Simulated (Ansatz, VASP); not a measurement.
## WC in VASP and in Ansatz

File INCAR:

```
SYSTEM = WC
ALGO     = Normal         ! electronic algorithm
EDIFF    = 1E-6           ! SCF threshold, eV
ENCUT    = 520            ! plane-wave cutoff, eV
GGA      = PE             ! functional
ISIF     = 2              ! what is computed and relaxed
ISMEAR   = 0              ! smearing method
LASPH    = .True.         ! aspherical terms in the spheres
LCHARG   = .False.        ! write CHGCAR
LREAL    = .False.        ! projectors in reciprocal space
LWAVE    = .False.        ! write WAVECAR
NBANDS   = 16             ! bands
NELM     = 80             ! most SCF steps
PREC     = Accurate       ! precision mode
SIGMA    = 0.15           ! smearing width, eV
```

File KPOINTS:

```
k-points
0
Gamma
  18 18 16
  0 0 0
```

The input POSCAR:

```
WC
1.0
    2.9005014360      0.0000000000      0.0000000000
   -1.4502507180      2.5119079273      0.0000000000
    0.0000000000      0.0000000000      2.8290000000
W C
1 1
Direct
    0.0000000000      0.0000000000     -0.1060445387
    0.6666666667      0.3333333333      0.5000000000
```

Input for Ansatz:

```yaml
crystal:
  lattice:
    - [2.900501436, 0.0, 0.0]
    - [-1.450250718, 2.5119079273, 0.0]
    - [0.0, 0.0, 2.829]
  atoms:
    - { symbol: W, position: [0.0, 0.0, -0.1060445387] }
    - { symbol: C, position: [0.6666666667, 0.3333333333, 0.5] }
basis:
  ecutwfc: 420
kpoints:
  mp_grid: { grid: [18, 18, 16] }
hamiltonian:
  xc: pbe
scf:
  occupations: { method: gaussian, width: 0.15 }
output:
  forces: true
  stress: true
  eigenvalues: true
```

Alike in both runs: task single point; functional PBE; k mesh 18 × 18 × 16; occupations gaussian, width 0.15 eV; no spin polarisation.

```csv
,VASP,Ansatz
version,VASP 6.6.1,Ansatz 0.2.0
potentials or method,"VASP PAW PBE potentials, release 64 (W_sv, C), cutoff 520 eV","scalar-relativistic, plane waves, PAW"
valence electrons in the cell,18,18
```

VASP gave:

- gap on the k mesh at the Fermi level (eV): none
- rms of the force components (eV/Å): 2.925

Task: Which values does Ansatz return?

Result: gap on the k mesh at the Fermi level (eV): none; rms of the force components (eV/Å): 2.900.

Atom by atom the forces differ by 0.024 eV/Å (rms over components). A gap of «none» marks a metal or a gap that the smearing closes. The functional is the same, so the differences come from potentials, cutoffs and numerics.

Neither program's run includes spin-orbit coupling.
